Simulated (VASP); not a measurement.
**KRe3W: single point with PBE**

Crystal: KRe3W.

```
K Re W
1.0
     4.49374    0.00000    0.00000
     0.00000    4.49374    0.00000
     0.00000    0.00000    4.49374
K Re W
1 3 1
Direct
  0.00000 0.00000 0.00000
  0.00000 0.50000 0.50000
  0.50000 0.00000 0.50000
  0.50000 0.50000 0.00000
  0.50000 0.50000 0.50000
```

```yaml
Program: VASP 6.6.1
Task: single point
Functional: PBE
Potentials_or_basis: VASP PAW PBE potentials, release 64 (K_sv, Re, W_sv)
Cutoff: 520 eV
k_mesh: 4 × 4 × 4
Occupations: gaussian, width 0.1 eV
Spin: no spin polarisation
Dipole_correction: no
Further_INCAR_settings: ALGO = Normal; EDIFF = 1e-06; NBANDS = 30
```

The pressure is 50.2 GPa and the band gap on the k mesh is zero (band 22 reaches 7.50 eV, above the bottom of band 23 at 5.62 eV).

Levels at points of the mesh, in eV from the Fermi level:
```
           k point  band 18  band 19  band 20  band 21  band 22  band 23  band 24  band 25  band 26  band 27
(0.00, 0.00, 0.00)    -0.46    -0.46    -0.46     1.66     1.66     1.66     1.91     2.42     2.42     2.42
(0.50, 0.00, 0.00)    -1.94    -1.87    -0.95    -0.27    -0.08    -0.08    -0.04     1.67     2.13     3.31
(0.50, 0.50, 0.00)    -1.63    -1.32    -1.03    -0.57    -0.21    -0.21     0.00     0.59     1.16     1.76
(0.50, 0.50, 0.50)    -1.90    -0.91    -0.37    -0.37    -0.37     0.21     0.21     0.36     0.36     1.51
```

Wall time 40 s on 1 thread of Intel Xeon 6975P-C (shared host), peak memory 0.22 GiB.

Caveat: spin-orbit coupling is left out, which moves the levels of the heavy elements.
